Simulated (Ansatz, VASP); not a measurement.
## ZnAg2: VASP beside Ansatz

```xyz
6
Lattice="0.0000 3.8683 3.8683 3.8683 0.0000 3.8683 3.8683 3.8683 0.0000" Properties=species:S:1:pos:R:3 pbc="T T T"
Zn    3.8683    3.8683    3.8683
Zn    5.8024    5.8024    5.8024
Ag    0.9671    0.9671    0.9671
Ag    0.9671    2.9012    2.9012
Ag    2.9012    2.9012    0.9671
Ag    2.9012    0.9671    2.9012
```

Alike in both runs: functional PBE; k mesh 8 × 8 × 8; occupations gaussian, width 0.1 eV; no spin polarisation.

Ansatz relaxed the structure, and its values are those at the end. VASP's run is a single point on that final structure, the one shown.

```csv
,VASP,Ansatz
version,VASP 6.6.1,Ansatz 0.2.0
potentials or method,"VASP PAW PBE potentials, release 64 (Zn, Ag), cutoff 520 eV","scalar-relativistic, plane waves, PAW"
valence electrons in the cell,68,100
```

VASP gave:

| Property | Result |
| --- | --- |
| gap on the k mesh at the Fermi level (eV) | none |
| pressure (GPa) | -0.1 |

Problem. What did Ansatz give for the same quantities?

Solution. gap on the k mesh at the Fermi level (eV): none; pressure (GPa): 0.0.

A gap of «none» marks a metal or a gap that the smearing closes. VASP's potentials hold 68 valence electrons a cell and Ansatz's 100, so a difference there can come from the potentials and not from the codes.
